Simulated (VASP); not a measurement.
## AlP (zincblende type): single point with r2SCAN

AlP (zincblende type):

```
Al P
1.0
     0.00000    2.54294    2.54294
     2.54294    0.00000    2.54294
     2.54294    2.54294    0.00000
Al P
1 1
Direct
  0.00000 0.00000 0.00000
  0.25000 0.25000 0.25000
```

This cell differs from its parent crystal: volume scaled by 0.8.

```
Program                : VASP 6.6.1
Task                   : single point
Functional             : r2SCAN
Potentials or basis    : VASP PAW PBE potentials, release 64 (Al, P)
Cutoff                 : 550 eV
k mesh                 : 12 × 12 × 12
Occupations            : fermi-dirac, width 0.08 eV
Spin                   : no spin polarisation
Dipole correction      : no
Further INCAR settings : ALGO = Normal; EDIFF = 1e-06; NBANDS = 11
```

| Item | Value |
| --- | --- |
| Pressure | 31.0 GPa |
| Band gap on the k mesh | 1.42 eV, indirect (least direct gap 4.08 eV) |

Levels at points of the mesh, in eV from the valence-band top:
```
           k point  band 1  band 2  band 3  band 4  band 5  band 6  band 7  band 8
(0.00, 0.00, 0.00)  -13.39    0.00    0.00    0.00    5.27    5.27    5.27    6.03
(0.50, 0.00, 0.00)  -11.05   -6.76   -0.92   -0.92    4.17    5.21    5.21    9.57
(0.50, 0.50, 0.00)  -10.12   -6.27   -2.66   -2.66    1.42    2.71   13.51   13.51
```

Run time: 55 s on 1 thread of Intel(R) Xeon(R) 6975P-C (Granite Rapids), with other jobs on the host, peak memory 0.17 GiB.

Caveat: the PAW data sets were made with another functional, which shifts forces and pressure a little. A k mesh can miss the band edges.
